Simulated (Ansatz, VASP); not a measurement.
**SiC in VASP and in Ansatz**

```
CELL_PARAMETERS angstrom
3.13734 0.00000 0.00000
-1.56867 2.71701 0.00000
0.00000 0.00000 4.93271
ATOMIC_POSITIONS crystal
Si 0.33333 0.66667 0.25000
Si 0.66667 0.33333 0.75000
C 0.66667 0.33333 0.25000
C 0.33333 0.66667 0.75000
```

Alike in both runs: task single point; functional LDA; k mesh 12 × 12 × 6; occupations fermi-dirac, width 0.02 eV; no spin polarisation.

|  | VASP | Ansatz |
| --- | --- | --- |
| version | VASP 6.6.1 | Ansatz 0.2.0 |
| potentials or method | VASP PAW LDA potentials, release 64 (Si, C) | plane waves, PAW |
| plane-wave cutoff (eV) | 520 | 420 |
| valence electrons in the cell | 16 | 16 |

```csv
,VASP,Ansatz,Ansatz less VASP
pressure (GPa),-3.1,-3.5,-0.32
"traceless stress, the component that is largest in VASP (GPa)",-1.19,-0.93,+0.261
```

LDA's correlation is that of Perdew and Zunger in VASP and of Perdew and Wang (1992) in Ansatz.
